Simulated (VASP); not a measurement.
Set up this calculation in VASP 6.6.1, as the native input.

| Property | Result |
| --- | --- |
| Task | single point |
| Functional | PBE |
| Potentials or basis | VASP PAW PBE potentials, release 64 (In_d, Ga_d, As) |
| Cutoff | 520 eV |
| k mesh | 4 × 4 × 1 |
| Occupations | gaussian, width 0.1 eV |
| Spin | no spin polarisation |
| Dipole correction | no |
| Further INCAR settings | ALGO = Normal; EDIFF = 1e-06; NBANDS = 66 |

The structure of In5GaAs6 lies in POSCAR:

```
In5GaAs6
1.0
    4.3185719000      0.0000000000      0.0000000000
    0.0000000000      4.3185719000      0.0000000000
    0.0000000000      0.0000000000     18.3889844000
In Ga As
5 1 6
Direct
    0.5000000000      0.5000000000      0.1591780000
    0.0000000000      0.0000000000      0.3295470000
    0.5000000000      0.5000000000      0.5000000000
    0.0000000000      0.0000000000      0.6704530000
    0.5000000000      0.5000000000      0.8408220000
    0.0000000000      0.0000000000      0.0000000000
    0.5000000000      0.0000000000      0.2443420000
    0.0000000000      0.5000000000      0.4147690000
    0.5000000000      0.0000000000      0.5852310000
    0.0000000000      0.5000000000      0.7556580000
    0.5000000000      0.0000000000      0.9265180000
    0.0000000000      0.5000000000      0.0734820000
```

One way to write it, as run:

INCAR

```
PREC = Accurate
ENCUT = 520
EDIFF = 1E-6
ISMEAR = 0
SIGMA = 0.1
LREAL = F
LASPH = T
NELM = 100
ALGO = Normal
ISIF = 2
LWAVE = F
LCHARG = F
GGA = PE
NBANDS = 66
```

KPOINTS

```
Automatic mesh
0
Gamma
  4 4 1
```

Potentials or basis: VASP PAW PBE potentials, release 64 (In_d, Ga_d, As).

The run is started by

```console
$ cat potpaw_PBE.64/In_d/POTCAR potpaw_PBE.64/Ga_d/POTCAR potpaw_PBE.64/As/POTCAR > POTCAR
$ mpirun -np 1 vasp_std > vasp.out
```

Results of the run:

```json
{"Pressure": "0.3 GPa", "Largest force": "0.027 eV/Å", "Band gap on the k mesh": "zero (filled and empty bands touch)"}
```

Caveat: the k points lie up to 0.36 Å⁻¹ apart; semilocal functionals underestimate gaps, and a narrow one can read as zero; spin-orbit coupling is left out, which moves the levels of the heavy elements.

It took 6 min on 1 thread of Intel Xeon 8259CL, on a shared host, peak memory 0.42 GiB.
